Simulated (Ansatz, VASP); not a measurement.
**One calculation of ZrHPb3, two programs**

File INCAR:

```
SYSTEM = ZrHPb3
ALGO = Normal
EDIFF = 1E-6
EDIFFG = -0.04
ENCUT = 600
GGA = PE
IBRION = 2
ISIF = 3
ISMEAR = 0
LASPH = .True.
LCHARG = .False.
LREAL = .False.
LWAVE = .False.
NELM = 100
NSW = 90
PREC = Accurate
SIGMA = 0.1
```

The input KPOINTS:

```
k-points
0
Gamma
  4 4 4
  0 0 0
```

The input POSCAR:

```
ZrHPb3
1.0
    4.7379253200      0.0000000000      0.0000000000
    0.0000000000      4.7379253200      0.0000000000
    0.0000000000      0.0000000000      4.7379253200
Zr H Pb
1 1 3
Direct
    0.0000000000      0.0000000000      0.0000000000
    0.5000000000      0.5000000000      0.5000000000
    0.0000000000      0.5000000000      0.5000000000
    0.5000000000      0.0000000000      0.5000000000
    0.5000000000      0.5000000000      0.0000000000
```

Input for Ansatz:

```yaml
crystal:
  lattice:
    - [4.73792532, 0.0, 0.0]
    - [0.0, 4.73792532, 0.0]
    - [0.0, 0.0, 4.73792532]
  atoms:
    - { symbol: Zr, position: [0.0, 0.0, 0.0] }
    - { symbol: H, position: [0.5, 0.5, 0.5] }
    - { symbol: Pb, position: [0.0, 0.5, 0.5] }
    - { symbol: Pb, position: [0.5, 0.0, 0.5] }
    - { symbol: Pb, position: [0.5, 0.5, 0.0] }
basis:
  ecutwfc: 420
kpoints:
  mp_grid: { grid: [4, 4, 4] }
hamiltonian:
  xc: pbe
scf:
  occupations: { method: gaussian, width: 0.1 }
  lower_state_search: "off"
output:
  forces: true
  stress: true
  eigenvalues: true
relax:
  adjacent_minimum: "off"
  f_tol: 0.04
  max_steps: 70
  cell: { stress_tol: 0.4 }
```

Change from the starting cell: species swapped into the TbBPd3 type (Pm-3m, No. 221).

Alike in both runs: task relaxation of cell and atoms; functional PBE; k mesh 4 × 4 × 4; occupations gaussian, width 0.1 eV; no spin polarisation.

|  | VASP | Ansatz |
| --- | --- | --- |
| version | VASP 6.6.1 | Ansatz 0.2.0 |
| potentials or method | VASP PAW PBE potentials, release 64 (Zr_sv, H, Pb_d), cutoff 600 eV | scalar-relativistic, plane waves, PAW |
| valence electrons in the cell | 55 | 55 |

|  | VASP | Ansatz | Ansatz less VASP |
| --- | --- | --- | --- |
| gap on the k mesh at the Fermi level, each at its own relaxed structure (eV) | none | none | - |
| relaxed volume (Å³/atom) | 23.07 | 23.06 | -0.008 |
| relaxed cell length with the largest relative difference (Å) | 4.868 | 4.867 | -0.0006 |

A gap of «none» marks a metal or a gap that the smearing closes.

Spin-orbit coupling is off throughout.
